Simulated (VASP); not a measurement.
A run of VASP 6.6.1 is set up as follows.

POSCAR

```
BaTe
1.0
    0.0000000000      3.4100000000      3.4100000000
    3.4100000000      0.0000000000      3.4100000000
    3.4100000000      3.4100000000      0.0000000000
Ba Te
1 1
Direct
    0.0000000000      0.0000000000      0.0000000000
    0.5000000000      0.5000000000      0.5000000000
```

Contents of INCAR.step1:

```
ALGO = Normal
EDIFF = 1E-5
ENCUT = 520
GGA = PE
ISIF = 2
ISMEAR = -1
LASPH = T
LCHARG = F
LREAL = F
LWAVE = T
NBANDS = 15
NELM = 60
PREC = Accurate
SIGMA = 0.05
```

The input INCAR.step2:

```
AEXX = 0.15
ALGO = Normal
EDIFF = 1E-6
ENCUT = 520
GGA = PE
HFSCREEN = 0.2
ISIF = 2
ISMEAR = -1
ISTART = 1
LASPH = T
LCHARG = F
LHFCALC = T
LREAL = F
LWAVE = F
NBANDS = 15
NELM = 60
PREC = Accurate
PRECFOCK = Normal
SIGMA = 0.05
```

Contents of KPOINTS:

```
k-points
0
Gamma
  4 4 4
```

Potentials or basis: VASP PAW PBE potentials, release 64 (Ba_sv, Te).

Command:

```console
$ cat potpaw_PBE.64/Ba_sv/POTCAR potpaw_PBE.64/Te/POTCAR > POTCAR
$ cp INCAR.step1 INCAR
$ mpirun -np 1 vasp_std > vasp.out
$ cp INCAR.step2 INCAR
$ mpirun -np 1 vasp_std > vasp.out
```

**Question.** Predict the band gap on the k mesh.

**Answer.** 1.75 eV (least direct gap 2.16 eV).

**Question.** Estimate the pressure.

**Answer.** 4.1 GPa.

Caveat: the cell stands under pressure; the PAW data sets were made with another functional, which shifts forces and pressure a little; spin-orbit coupling is left out, which moves the levels of the heavy elements. A k mesh can miss the band edges.
